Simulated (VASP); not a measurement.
Input of a VASP 6.6.1 run:

POSCAR

```
Sb
1.0
    3.2015837200      0.0000000000      0.0000000000
    0.0000000000      3.2015837200      0.0000000000
    0.0000000000      0.0000000000      3.2015837200
Sb
1
Direct
    0.0000000000      0.0000000000      0.0000000000
```

INCAR.step1

```
PREC     = Accurate       # precision mode
ENCUT    = 400            # plane-wave cutoff, eV
EDIFF    = 1E-5           # SCF threshold, eV
ISMEAR   = 1              # smearing method
SIGMA    = 0.05           # smearing width, eV
LREAL    = False          # projectors in reciprocal space
LASPH    = True           # aspherical terms in the spheres
NELM     = 120            # most SCF steps
ALGO     = Normal         # electronic algorithm
ISIF     = 2              # what is computed and relaxed
LWAVE    = True           # write WAVECAR
LCHARG   = False          # write CHGCAR
GGA      = PE             # functional
NBANDS   = 8              # bands
GGA_COMPAT= False
```

INCAR.step2

```
PREC     = Accurate       # precision mode
ENCUT    = 400            # plane-wave cutoff, eV
EDIFF    = 1E-6           # SCF threshold, eV
ISMEAR   = 1              # smearing method
SIGMA    = 0.05           # smearing width, eV
LREAL    = False          # projectors in reciprocal space
LASPH    = True           # aspherical terms in the spheres
NELM     = 120            # most SCF steps
ALGO     = Normal         # electronic algorithm
ISIF     = 2              # what is computed and relaxed
LWAVE    = False          # write WAVECAR
LCHARG   = False          # write CHGCAR
GGA      = B3             # functional
LHFCALC  = True           # exact exchange
AEXX     = 0.2            # exact-exchange fraction
AGGAX    = 0.72         
AGGAC    = 0.81         
ALDAC    = 0.19         
PRECFOCK = Normal       
IVDW     = 12             # dispersion correction
ISTART   = 1            
NBANDS   = 8              # bands
GGA_COMPAT= False
```

KPOINTS

```
Automatic mesh
0
Gamma
  5 5 5
```

Potentials or basis: VASP PAW PBE potentials, release 64 (Sb).

The run is started by

```bash
$ cat potpaw_PBE.64/Sb/POTCAR > POTCAR
$ cp INCAR.step1 INCAR
$ mpirun -np 1 vasp_std > vasp.out
$ cp INCAR.step2 INCAR
$ mpirun -np 1 vasp_std > vasp.out
```

**Question.** What does it give for the band gap on the k mesh?

**Answer.** Zero (an odd number of electrons rules out a gap without spin polarisation).

**Question.** What does it give for the pressure?

**Answer.** -7.6 GPa.

**Question.** What does it give for the dispersion energy per atom?

**Answer.** -0.873 eV.

Caveat: the k points lie up to 0.39 Å⁻¹ apart, too coarse for converged energies and pressures of a metal; three body term missing; the PAW data sets were made with another functional, which shifts forces and pressure a little; spin-orbit coupling is left out, which moves the levels of the heavy elements.
